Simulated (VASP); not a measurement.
TiO2, 72 atoms in the cell. It takes space group P4_2/mnm (No. 136, tetragonal). Conventional cell: a = 4.591 Å, b = 4.591 Å, c = 2.939 Å, α = 90.00°, β = 90.00°, γ = 90.00°. Ti (site symmetry mmm) has 6 O at 1.94 to 1.98 Å within 2.6 Å. O (site symmetry m2m) has 3 Ti at 1.94 to 1.98 Å and 1 O at 2.54 Å within 2.6 Å. 

```yaml
Program: VASP 6.6.1
Task: single point
Functional: PBEsol
Potentials_or_basis: VASP PAW PBE potentials, release 64 (Ti_sv, O)
Cutoff: 700 eV
k_mesh: 1 × 1 × 1, shifted
Occupations: fermi-dirac, width 0.05 eV
Spin: no spin polarisation
Dipole_correction: no
Further_INCAR_settings: LREAL = Auto; ALGO = Normal; EDIFF = 1e-06; NBANDS = 330; ISYM = -1
```

Potentials or basis: VASP PAW PBE potentials, release 64 (Ti_sv, O).

Run with:

```console
$ cat potpaw_PBE.64/Ti_sv/POTCAR potpaw_PBE.64/O/POTCAR > POTCAR
$ mpirun -np 1 vasp_std > vasp.out
```

Hardware: 1 thread of Intel(R) Xeon(R) Platinum 8488C (Sapphire Rapids), on a shared host.

Question: Estimate the wall time of this run.

Answer: It took 14 min on 1 thread of Intel(R) Xeon(R) Platinum 8488C (Sapphire Rapids) (shared host), peak memory 1.1 GiB. Counts: scf iterations 19, k points 1.
